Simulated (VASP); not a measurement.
Input of a VASP 6.6.1 run:

The input INCAR:

```
PREC = Accurate
ENCUT = 520
EDIFF = 1E-6
ISMEAR = 0
SIGMA = 0.02
LREAL = Auto
LASPH = True
NELM = 150
ALGO = Normal
ISIF = 2
LWAVE = False
LCHARG = True
ISPIN = 2
MAGMOM = 0 0 0 0 0 0 0 0 0 0 0 0 0 0 0 0 0 0 0 0 0 0 0 0 0 0 0 0 0 0 0 0 0.49
LORBIT = 11
GGA = PE
IVDW = 12
LELF = True
LVHAR = True
NBANDS = 92
```

The input KPOINTS:

```
Automatic mesh
0
Gamma
  2 2 2
  0.5 0.5 0.5
```

Contents of POSCAR:

```
B16N17
1.0
   -5.0122276274      2.8938109699      3.2948837584
    0.0000000000     -5.7876219398      3.2948837584
    5.0122276274      2.8938109699      3.2948837584
B N
16 17
Direct
    0.2385604234      0.7384872806      0.9879627409
    0.4904777459      0.4906989665      0.9904500509
    0.7495159400      0.2498522634      1.0000801788
    0.9925662210      0.7414810211      0.2405650590
    0.9983343421      0.9981421226      0.9984091591
    0.2328410693      0.4829298751      0.2314029862
    0.4923128178      0.2441133772      0.2418453424
    0.7703649638      0.7624983739      0.5099043269
    0.7554372760      1.0055971324      0.2534776311
    0.9928957917      0.4926543320      0.4922990139
    0.2420121478      0.2426777289      0.4916480568
    0.4832131432      0.7322420103      0.7327750332
    0.5147001469      1.0241882979      0.5123975779
    0.7524898407      0.5027645667      0.7550344179
    1.0007368450      0.2505959354      0.7503068778
    0.2506467762      1.0000619047      0.7523358827
    0.5903083649      0.0920242503      0.3384363244
    0.8389081177      0.8379592991      0.3357811275
    0.0641657674      0.5654347975      0.3152048450
    0.3379635702      0.0889195186      0.5877311572
    0.3143944328      0.3133132416      0.3143285938
    0.6209288712      0.8715769284      0.6153618854
    0.8389717158      0.5881215346      0.5881702572
    0.0823786620      0.0828722461      0.8325858113
    0.0765816023      0.3266895891      0.5763994849
    0.3259614412      0.8295684444      0.8299680802
    0.5837701855      0.5798413730      0.8349160020
    0.8336901891      0.0837585171      0.0835492778
    0.8345865885      0.3338330568      0.8343657286
    0.0753848596      0.8256845955      0.0754305479
    0.3119912822      0.5620801649      0.0611148071
    0.5773482522      0.3272463074      0.0774619369
    0.4535849602      0.6942493484      0.4997640281
```

Potentials or basis: VASP PAW PBE potentials, release 64 (B, N).

Command:

```bash
$ cat potpaw_PBE.64/B/POTCAR potpaw_PBE.64/N/POTCAR > POTCAR
$ mpirun -np 1 vasp_std > vasp.out
```

(1) Estimate the site moments.

(2) Estimate the dispersion energy per atom.

(3) Predict the largest force.

(4) Predict the net moment.

## Answers

(1) B +0.00, -0.00, -0.01, +0.01; N +0.01, +0.02, +0.03, +0.00, +0.52 μB.

(2) -0.146 eV.

(3) 0.241 eV/Å.

(4) 1.00 μB per cell.
